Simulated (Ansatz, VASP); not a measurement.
**One calculation of In, two programs**

INCAR

```
SYSTEM = In
ALGO = Fast
EDIFF = 1E-6
ENCUT = 520
GGA = PE
ISIF = 2
ISMEAR = 0
LASPH = .TRUE.
LCHARG = .FALSE.
LREAL = Auto
LWAVE = .FALSE.
NBANDS = 208
NELM = 100
PREC = Accurate
SIGMA = 0.1
```

The input KPOINTS:

```
k-points
0
G
  2 2 2
  0 0 0
```

POSCAR

```
In
1.0
   -5.7926463700      5.7926463700      5.7926463700
    5.7926463700     -5.7926463700      5.7926463700
    5.7926463700      5.7926463700     -5.7926463700
In
29
Direct
    0.0000000000      0.0000000000      0.0000000000
    0.6647817500      0.0000000000      0.0000000000
    0.3837084900      0.1933542200      0.0000000000
    0.1933542200      0.3837084900      0.0000000000
    0.6923234300      0.4135028000      0.0000000000
    0.0000000000      0.6647817500      0.0000000000
    0.4135028000      0.6923234300      0.0000000000
    0.8066457800      0.8066457800      0.1903542700
    0.3837084900      0.0000000000      0.1933542200
    0.0000000000      0.3837084900      0.1933542200
    0.5864972000      0.5864972000      0.2788206300
    0.7211793700      0.3076765700      0.3076765700
    0.3076765700      0.7211793700      0.3076765700
    0.3352182500      0.3352182500      0.3352182500
    0.1933542200      0.0000000000      0.3837084900
    0.0000000000      0.1933542200      0.3837084900
    0.6923234300      0.0000000000      0.4135028000
    0.0000000000      0.6923234300      0.4135028000
    0.5864972000      0.2788206300      0.5864972000
    0.2788206300      0.5864972000      0.5864972000
    0.8096457300      0.6162915100      0.6162915100
    0.6162915100      0.8096457300      0.6162915100
    0.0000000000      0.0000000000      0.6647817500
    0.4135028000      0.0000000000      0.6923234300
    0.0000000000      0.4135028000      0.6923234300
    0.3076765700      0.3076765700      0.7211793700
    0.8066457800      0.1903542700      0.8066457800
    0.1903542700      0.8066457800      0.8066457800
    0.6162915100      0.6162915100      0.8096457300
```

Input for Ansatz:

```yaml
crystal:
  lattice:
    - [-5.79264637, 5.79264637, 5.79264637]
    - [5.79264637, -5.79264637, 5.79264637]
    - [5.79264637, 5.79264637, -5.79264637]
  atoms:
    - { symbol: In, position: [0.0, 0.0, 0.0] }
    - { symbol: In, position: [0.66478175, 0.0, 0.0] }
    - { symbol: In, position: [0.38370849, 0.19335422, 0.0] }
    - { symbol: In, position: [0.19335422, 0.38370849, 0.0] }
    - { symbol: In, position: [0.69232343, 0.4135028, 0.0] }
    - { symbol: In, position: [0.0, 0.66478175, 0.0] }
    - { symbol: In, position: [0.4135028, 0.69232343, 0.0] }
    - { symbol: In, position: [0.80664578, 0.80664578, 0.19035427] }
    - { symbol: In, position: [0.38370849, 0.0, 0.19335422] }
    - { symbol: In, position: [0.0, 0.38370849, 0.19335422] }
    - { symbol: In, position: [0.5864972, 0.5864972, 0.27882063] }
    - { symbol: In, position: [0.72117937, 0.30767657, 0.30767657] }
    - { symbol: In, position: [0.30767657, 0.72117937, 0.30767657] }
    - { symbol: In, position: [0.33521825, 0.33521825, 0.33521825] }
    - { symbol: In, position: [0.19335422, 0.0, 0.38370849] }
    - { symbol: In, position: [0.0, 0.19335422, 0.38370849] }
    - { symbol: In, position: [0.69232343, 0.0, 0.4135028] }
    - { symbol: In, position: [0.0, 0.69232343, 0.4135028] }
    - { symbol: In, position: [0.5864972, 0.27882063, 0.5864972] }
    - { symbol: In, position: [0.27882063, 0.5864972, 0.5864972] }
    - { symbol: In, position: [0.80964573, 0.61629151, 0.61629151] }
    - { symbol: In, position: [0.61629151, 0.80964573, 0.61629151] }
    - { symbol: In, position: [0.0, 0.0, 0.66478175] }
    - { symbol: In, position: [0.4135028, 0.0, 0.69232343] }
    - { symbol: In, position: [0.0, 0.4135028, 0.69232343] }
    - { symbol: In, position: [0.30767657, 0.30767657, 0.72117937] }
    - { symbol: In, position: [0.80664578, 0.19035427, 0.80664578] }
    - { symbol: In, position: [0.19035427, 0.80664578, 0.80664578] }
    - { symbol: In, position: [0.61629151, 0.61629151, 0.80964573] }
basis:
  ecutwfc: 420
kpoints:
  mp_grid: { grid: [2, 2, 2] }
hamiltonian:
  xc: pbe
scf:
  occupations: { method: gaussian, width: 0.1 }
  lower_state_search: "off"
output:
  forces: true
  stress: true
  eigenvalues: true
```

Alike in both runs: task single point; functional PBE; k mesh 2 × 2 × 2; occupations gaussian, width 0.1 eV; no spin polarisation.

|  | VASP | Ansatz |
| --- | --- | --- |
| version | VASP 6.6.1 | Ansatz 0.2.0 |
| potentials or method | VASP PAW PBE potentials, release 64 (In_d), cutoff 520 eV | scalar-relativistic, plane waves, PAW |
| valence electrons in the cell | 377 | 377 |

|  | VASP | Ansatz | Ansatz less VASP |
| --- | --- | --- | --- |
| gap on the k mesh at the Fermi level (eV) | none | none | - |
| pressure (GPa) | 1.3 | 1.4 | +0.03 |
| rms of the force components (eV/Å) | 0.065 | 0.065 | -0.0005 |

Atom by atom the forces differ by 0.004 eV/Å (rms over components). A gap of «none» marks a metal or a gap that the smearing closes.

The k mesh is coarse, so the values compare programs but aren't converged.
